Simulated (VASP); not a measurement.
# CaO (gw) (I4/mmm) in VASP: further runs, part 2 of 2

VASP 6.6.1. Earlier steps stand in the parts before.

### 3 Single point, PBEsol

INCAR

```
SYSTEM = CaO
ALGO = Normal
EDIFF = 1E-6
ENCUT = 600
GGA = PS
GGA_COMPAT = .FALSE.
ISIF = 2
ISMEAR = 0
LASPH = .TRUE.
LCHARG = .FALSE.
LREAL = .FALSE.
LWAVE = .FALSE.
NBANDS = 15
NELM = 120
PREC = Accurate
SIGMA = 0.01
```

KPOINTS

```
k-points
0
G
  4 4 4
  0 0 0
```

POSCAR

```
CaO
1.0
    0.0000000000      2.4071923048      2.3712382592
    2.4071923048      0.0000000000      2.3712382592
    2.4071923048      2.4071923048      0.0000000000
Ca O
1 1
Direct
    0.0000000000      0.0000000000      0.0000000000
    0.5000000000      0.5000000000      0.5000000000
```

Potentials or basis: VASP PAW PBE potentials, release 64 (Ca_sv, O).

Launch:

```
$ cat potpaw_PBE.64/Ca_sv/POTCAR potpaw_PBE.64/O/POTCAR > POTCAR
$ mpirun -np 1 vasp_std > vasp.out
```

OUTCAR:

```text
SYSTEM = CaO
   EDIFF = 1E-6
   ENCUT = 600
   GGA = PS
   ISIF = 2
   ISMEAR = 0
   LASPH = .TRUE.
   LREAL = .FALSE.
   NELM = 120
   PREC = Accurate

 ion  position               nearest neighbor table
   1  0.000  0.000  0.000-   2 2.37   2 2.37   2 2.41   2 2.41   2 2.41   2 2.41
   2  0.500  0.500  0.500-   1 2.37   1 2.37   1 2.41   1 2.41   1 2.41   1 2.41

  LATTYP: Found a body centered tetragonal cell.
 ALAT       =     3.4042840047
 C/A-ratio  =     1.3930907386

  Lattice vectors:

 A1 = (   0.0000000000,  -2.4071923048,  -2.3712382592)
 A2 = (   0.0000000000,   2.4071923048,  -2.3712382592)
 A3 = (   2.4071923048,   0.0000000000,   2.3712382592)

Analysis of symmetry for initial positions (statically):
=====================================================================
 Subroutine PRICEL returns:
 Original cell was already a primitive cell.

 Routine SETGRP: Setting up the symmetry group for a
 body centered tetragonal supercell.

 Subroutine GETGRP returns: Found 16 space group operations
 (whereof 16 operations were pure point group operations)
 out of a pool of 16 trial point group operations.

The static configuration has the point symmetry D_4h.

Analysis of symmetry for dynamics (positions and initial velocities):
=====================================================================
 Subroutine PRICEL returns:
 Original cell was already a primitive cell.

 Routine SETGRP: Setting up the symmetry group for a
 body centered tetragonal supercell.

 Subroutine GETGRP returns: Found 16 space group operations
 (whereof 16 operations were pure point group operations)
 out of a pool of 16 trial point group operations.

The dynamic configuration has the point symmetry D_4h.

 Subroutine INISYM returns: Found 16 space group operations
 (whereof 16 operations are pure point group operations),
 and found     1 'primitive' translations

----------------------------------------------------------------------------------------

                                     Primitive cell

  volume of cell :      27.4806

  direct lattice vectors                    reciprocal lattice vectors
     0.000000000  2.407192305  2.371238259    -0.207710867  0.207710867  0.210860295
     2.407192305  0.000000000  2.371238259     0.207710867 -0.207710867  0.210860295
     2.407192305  2.407192305  0.000000000     0.207710867  0.207710867 -0.210860295

  length of vectors
     3.378956300  3.378956300  3.404284005     0.361593242  0.361593242  0.361593242

  position of ions in fractional coordinates (direct lattice)
     0.000000000  0.000000000  0.000000000
     0.500000000  0.500000000  0.500000000

  ion indices of the primitive-cell ions
   primitive index   ion index
                 1           1
                 2           2

----------------------------------------------------------------------------------------

 KPOINTS: k-points

Automatic generation of k-mesh.
 Grid dimensions read from file:
 generate k-points for:    4    4    4

 Generating k-lattice:

  Cartesian coordinates                     Fractional coordinates (reciprocal lattice)
    -0.051927717  0.051927717  0.052715074     0.250000000  0.000000000  0.000000000
[... 30 lines left out ...]
   number of dos      NEDOS =    301   number of ions     NIONS =      2
   total plane-waves  NPLWV =  21952
   dimension x,y,z NGX =    28 NGY =   28 NGZ =   28
   dimension x,y,z NGXF=    56 NGYF=   56 NGZF=   56
   ions per type =               1   1
   NGX,Y,Z   is equivalent  to a cutoff of  13.78, 13.78, 13.67 a.u.
   NGXF,Y,Z  is equivalent  to a cutoff of  27.55, 27.55, 27.35 a.u.
 SYSTEM =  CaO
   PREC   = accura    normal or accurate (medium, high low for compatibility)
   ISTART =      0    job   : 0-new  1-cont  2-samecut
   ICHARG =      2    charge: 1-file 2-atom 10-const
   ISPIN  =      1    spin polarized calculation?
   LNONCOLLINEAR =      F non collinear calculations
   LSORBIT =      F    spin-orbit coupling
   LASPH  =      T    aspherical Exc in radial PAW
   ENCUT  =  600.0 eV  44.10 Ry    6.64 a.u.   6.75  6.75  6.80*2*pi/ulx,y,z
   NELM   =    120;   NELMIN=  2; NELMDL= -5     # of ELM steps
   EDIFF  = 0.1E-05   stopping-criterion for ELM
   LREAL  =      F    real-space projection
   EDIFFG = 0.1E-04   stopping-criterion for IOM
   NSW    =      0    number of steps for IOM
   IBRION =     -1    ionic relax: 0-MD 1-quasi-New 2-CG
   NFREE  =      0    steps in history (QN), initial steepest desc. (CG)
   ISIF   =      2    stress and relaxation
   ISYM   =      2    0-nonsym 1-usesym 2-fastsym
   POTIM  = 0.5000    time-step for ionic-motion
   TEBEG  =    0.0;   TEEND  =   0.0 temperature during run
   PSTRESS=    0.0 pullay stress
   NELECT =      16.0000    total number of electrons
   NUPDOWN=      -1.0000    fix difference up-down
   EMIN   =  10.00;   EMAX   =-10.00  energy-range for DOS
   EFERMI =   0.00;   METHOD = LEGACY
   ISMEAR =     0;   SIGMA  =   0.01  broadening in eV -4-tet -1-fermi 0-gaus
   EFERMI_NEDOS =   21; number of points for ismear=-14 and -15
   IALGO  =     38    algorithm
   IMIX   =      4    mixing-type and parameters
     AMIX     =   0.40;   BMIX     =  1.00
     AMIX_MAG =   1.60;   BMIX_MAG =  1.00
  volume/ion in A,a.u.               =      13.74        92.72
  Fermi-wavevector in a.u.,A,eV,Ry     =   1.367013  2.583280 25.425532  1.868724
  Thomas-Fermi vector in A             =   2.493103
   LORBIT       =      0    0 simple, 1 ext, 2 COOP (PROOUT), +10 PAW based schemes
   GGA     = PS    functional components
   LHFCALC =     F    Hartree Fock is set to
   AEXX    =    0.0000 exact exchange contribution
   IVDW    =     0    specifies the selected vdW correction
   LEPSILON=     F    determine dielectric tensor
   LRPA    =     F    only Hartree local field effects (RPA)
 non-spin polarized calculation
 Gauss-broadening in eV      SIGMA  =   0.01
  energy-cutoff  :      600.00
  volume of cell :       27.48
 maximum number of plane-waves:       934
 NGX is ok and might be reduce to    28
   NGX = 13   NGY = 13   NGZ = 13

 number of electron      15.9999997 magnetization

 Free energy of the ion-electron system (eV)
  ---------------------------------------------------
  ext. energy  EPLUGINS =         0.00000000
  ---------------------------------------------------
  free energy    TOTEN  =       -13.40618446 eV

  energy without entropy =      -13.40618446  energy(sigma->0) =      -13.40618446

 E-fermi :   2.3602     XC(G=0): -10.7843

 val. band max:        2.2856407997   @ k =   0.0000   0.0000   0.0000
 cond. band min:       5.7492237624   @ k =   0.5000   0.5000   0.0000
 fundamental gap:      3.4635829626
 Fermi energy:         2.3601924930

 k-point     1 :       0.0000    0.0000    0.0000
  band No.  band energies     occupation
      1     -35.0947      2.00000
      2     -15.9314      2.00000
      3     -15.9314      2.00000
      4     -15.9230      2.00000
      5     -13.2062      2.00000
      6       2.2452      2.00000
      7       2.2452      2.00000
      8       2.2856      2.00000
      9       6.8906      0.00000
     10       8.4338      0.00000
     11       8.4338      0.00000
     12       8.5396      0.00000
     13       9.9521      0.00000
     14      10.1026      0.00000
[... 203 lines left out ...]
      2     -16.4204      2.00000
      3     -16.3702      2.00000
      4     -16.3702      2.00000
      5     -12.4874      2.00000
      6       0.9039      2.00000
      7       1.1464      2.00000
      8       1.1464      2.00000
      9       8.6181      0.00000
     10       8.6181      0.00000
     11      10.6593      0.00000
     12      11.8645      0.00000
     13      12.4066      0.00000
     14      16.1149      0.00000
     15      16.3804      0.00000

------------------------ aborting loop because EDIFF is reached ----------------------------------------

  FORCE on cell =-STRESS in cart. coord.  units (eV):
  Direction    XX          YY          ZZ          XY          YZ          ZX
  --------------------------------------------------------------------------------------
  -------------------------------------------------------------------------------------
  Total       -0.3147799     -0.3147799      0.1142638      0.0000000      0.0000000      0.0000000
  in kB      -18.3523139    -18.3523139      6.6618146      0.0000000      0.0000000      0.0000000
  external PRESSURE =     -10.0142711 kB  Pullay stress =       0.0000000 kB

 VOLUME and BASIS-vectors are now :
 -----------------------------------------------------------------------------
  energy-cutoff  :      600.00
  volume of cell :       27.48
      direct lattice vectors                 reciprocal lattice vectors
     0.000000000  2.407192305  2.371238259    -0.207710867  0.207710867  0.210860295
     2.407192305  0.000000000  2.371238259     0.207710867 -0.207710867  0.210860295
     2.407192305  2.407192305  0.000000000     0.207710867  0.207710867 -0.210860295

 POSITION                                       TOTAL-FORCE (eV/Angst)
 -----------------------------------------------------------------------------------
      0.00000      0.00000      0.00000         0.000000      0.000000      0.000000
      2.40719      2.40719      2.37124         0.000000      0.000000      0.000000
 -----------------------------------------------------------------------------------
    total drift:                                0.000000      0.000000      0.000000

  FREE ENERGIE OF THE ION-ELECTRON SYSTEM (eV)
  ---------------------------------------------------
  free  energy   TOTEN  =       -13.4061844579 eV

  energy  without entropy=      -13.4061844579  energy(sigma->0) =      -13.40618446
```

stdout:

```text
POSCAR found type information on POSCAR CaO
 POSCAR found :  2 types and       2 ions
 scaLAPACK will be used
 -----------------------------------------------------------------------------
|                                                                             |
|                                                                             |
|     You enforced a specific xc type in the INCAR file but a different       |
|     I HOPE YOU KNOW WHAT YOU ARE DOING!                                     |
|                                                                             |
 -----------------------------------------------------------------------------

 LDA part: xc-table for (Slater+PW92), standard interpolation
 POSCAR, INCAR and KPOINTS ok, starting setup
 FFT: planning ... GRIDC
 FFT: planning ... GRID_SOFT
 FFT: planning ... GRID
 WAVECAR not read
 entering main loop
```

It took 20 s on 1 thread of Intel Xeon 8259CL, shared host; peak memory 0.15 GiB.

What came out:

```yaml
Free_energy: -13.4062 eV
Pressure: -1.0 GPa
Band_gap_on_the_k_mesh: 3.46 eV, indirect (least direct gap 3.89 eV)
```

Stress tensor (GPa, compression positive):
```
-1.84  0.00  0.00
 0.00 -1.84  0.00
 0.00  0.00  0.67
```

Caveat: the k points lie up to 0.57 Å⁻¹ apart; the PAW data sets were made with another functional, which shifts forces and pressure a little.
